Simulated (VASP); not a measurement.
Here is a VASP 6.6.1 calculation.

INCAR

```
  ALGO = Normal
  EDIFF = 1E-6
  ENCUT = 520
  GGA = PE
  ISIF = 2
  ISMEAR = 0
  LASPH = T
  LCHARG = F
  LREAL = F
  LWAVE = F
  NBANDS = 9
  NELM = 80
  PREC = Accurate
  SIGMA = 0.05
```

File KPOINTS:

```
k-points
0
Gamma
  10 10 5
```

POSCAR

```
Mg
1.0
    3.2093000000      0.0000000000      0.0000000000
   -1.6046500000      2.7793353284      0.0000000000
    0.0000000000      0.0000000000      5.2103000000
Mg
2
Direct
    0.6666666667      0.3333333333      0.7500000000
    0.3333333333      0.6666666667      0.2500000000
```

Potentials or basis: VASP PAW PBE potentials, release 64 (Mg).

Run with:

```bash
$ cat potpaw_PBE.64/Mg/POTCAR > POTCAR
$ mpirun -np 1 vasp_std > vasp.out
```

Problem. Estimate the pressure.

Solution. -0.5 GPa.

Problem. Estimate the band gap on the k mesh.

Solution. Zero (band 2 reaches 3.23 eV, above the bottom of band 3 at 1.33 eV).

Stress tensor (GPa, compression positive):
```
-0.85  0.00  0.00
 0.00 -0.85  0.00
 0.00  0.00  0.10
```
